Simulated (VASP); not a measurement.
Ge, 8 atoms in the cell. It takes space group R-3 (No. 148, trigonal). Conventional cell: a = 9.760 Å, b = 9.760 Å, c = 5.808 Å, α = 90.00°, β = 90.00°, γ = 120.00°. Within 3.3 Å of Ge (site symmetry 3) lie 5 Ge at 2.46 to 3.30 Å. Ge (site symmetry 1) has 4 Ge at 2.46 to 2.47 Å within 3.2 Å. 

- Program: VASP 6.6.1
- Task: single point
- Functional: LDA
- Potentials or basis: VASP PAW LDA potentials, release 64 (Ge_d)
- Cutoff: 520 eV
- k mesh: 9 × 9 × 9
- Occupations: gaussian, width 0.15 eV
- Spin: no spin polarisation
- Dipole correction: no
- Further INCAR settings: ALGO = Normal; EDIFF = 1e-06; NBANDS = 66

Potentials or basis: VASP PAW LDA potentials, release 64 (Ge_d).

Run with:

```console
$ cat potpaw_LDA.64/Ge_d/POTCAR > POTCAR
$ mpirun -np 1 vasp_std > vasp.out
```

Hardware: 1 thread of Intel(R) Xeon(R) 6975P-C (Granite Rapids), on a shared host.

Problem. Estimate the wall time of this run.

Solution. It took 13 min on 1 thread of Intel(R) Xeon(R) 6975P-C (Granite Rapids) (shared host), peak memory 0.85 GiB. Counts: scf iterations 13, k points 125.
